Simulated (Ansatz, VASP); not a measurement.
Hf4C3: VASP beside Ansatz

```
Hf C
1.0
    -2.86057    2.86057    2.86057
     2.86057   -2.86057    2.86057
     2.86057    2.86057   -2.86057
Hf C
4 3
Cartesian
  1.1034 1.1034 1.1034
  1.7572 1.7572 -1.7572
  1.7572 -1.7572 1.7572
  -1.7572 1.7572 1.7572
  2.8606 0.0000 0.0000
  0.0000 2.8606 0.0000
  0.0000 0.0000 2.8606
```

Alike in both runs: functional PBE; k mesh 6 × 6 × 6; occupations gaussian, width 0.1 eV; no spin polarisation.

Ansatz relaxed the structure, and its values are those at the end. VASP's run is a single point on that final structure, the one shown.

|  | VASP | Ansatz |
| --- | --- | --- |
| version | VASP 6.6.1 | Ansatz 0.2.0 |
| potentials or method | VASP PAW PBE potentials, release 64 (Hf_pv, C), cutoff 520 eV | scalar-relativistic, plane waves, PAW |
| valence electrons in the cell | 52 | 116 |

|  | VASP | Ansatz | Ansatz less VASP |
| --- | --- | --- | --- |
| gap on the k mesh at the Fermi level (eV) | none | none | - |
| pressure (GPa) | -1.0 | 0.0 | +0.97 |
| rms of the force components (eV/Å) | 0.005 | 0.000 | -0.0054 |

A gap of «none» marks a metal or a gap that the smearing closes. VASP's potentials hold 52 valence electrons a cell and Ansatz's 116, so a difference there can come from the potentials and not from the codes.

Spin-orbit coupling is off throughout.
